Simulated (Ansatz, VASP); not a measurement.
SnGe2: VASP beside Ansatz

```
Sn Ge
1.0
     3.20225    0.00000    0.00000
    -1.60113    2.77323    0.00000
     0.00000    0.00000    7.87638
Sn Ge
1 2
Direct
  0.00000 0.00000 0.50000
  0.66667 0.33333 0.86710
  0.33333 0.66667 0.13290
```

Alike in both runs: task relaxation of cell and atoms; functional PBE; k mesh 18 × 18 × 6; occupations gaussian, width 0.1 eV; no spin polarisation.

```csv
,VASP,Ansatz
version,VASP 6.6.1,Ansatz 0.2.0
potentials or method,"VASP PAW PBE potentials, release 64 (Sn_d, Ge_d), cutoff 600 eV","scalar-relativistic, plane waves, PAW"
valence electrons in the cell,42,42
```

|  | VASP | Ansatz | Ansatz less VASP |
| --- | --- | --- | --- |
| gap on the k mesh at the Fermi level, each at its own relaxed structure (eV) | none | none | - |
| relaxed volume (Å³/atom) | 22.83 | 22.82 | -0.010 |
| relaxed length of the cell vector where the two differ most in proportion (Å) | 3.239 | 3.238 | -0.0006 |

A gap of «none» marks a metal or a gap that the smearing closes.
